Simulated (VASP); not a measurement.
Write the native input for VASP 6.6.1 that does the following.

```
Task                   : single point
Functional             : LDA
Potentials or basis    : VASP PAW LDA potentials, release 64 (Ta_pv, N)
Cutoff                 : 520 eV
k mesh                 : 12 × 12 × 10
Occupations            : methfessel-paxton, width 0.1 eV
Spin                   : no spin polarisation
Dipole correction      : no
Further INCAR settings : ALGO = Normal; EDIFF = 1e-06; NBANDS = 15
```

The structure of TaN lies in POSCAR:

```
TaN
1.0
    2.9380000000      0.0000000000      0.0000000000
   -1.4690000000      2.5443830000      0.0000000000
    0.0000000000      0.0000000000      2.8830000000
Ta N
1 1
Direct
    0.3333333333      0.6666666667      0.5000000000
    0.0000000000      0.0000000000      0.0000000000
```

These files were run (other wordings do the same):

INCAR

```
PREC = Accurate
ENCUT = 520
EDIFF = 1E-6
ISMEAR = 1
SIGMA = 0.1
LREAL = F
LASPH = T
NELM = 80
ALGO = Normal
ISIF = 2
LWAVE = F
LCHARG = F
NBANDS = 15
```

KPOINTS

```
regular mesh
0
Gamma
  12 12 10
```

Potentials or basis: VASP PAW LDA potentials, release 64 (Ta_pv, N).

Command:

```bash
$ cat potpaw_LDA.64/Ta_pv/POTCAR potpaw_LDA.64/N/POTCAR > POTCAR
$ mpirun -np 1 vasp_std > vasp.out
```

Results of the run:

```json
{
  "Pressure": "-9.8 GPa",
  "Band gap on the k mesh": "zero (band 8 reaches 8.48 eV, above the bottom of band 9 at 7.99 eV)"
}
```

Caveat: spin-orbit coupling is left out, which moves the levels of the heavy elements.

Run time: 18 s on 1 thread of AMD EPYC 9R14 (Zen 4), with other jobs on the host, peak memory 0.13 GiB.
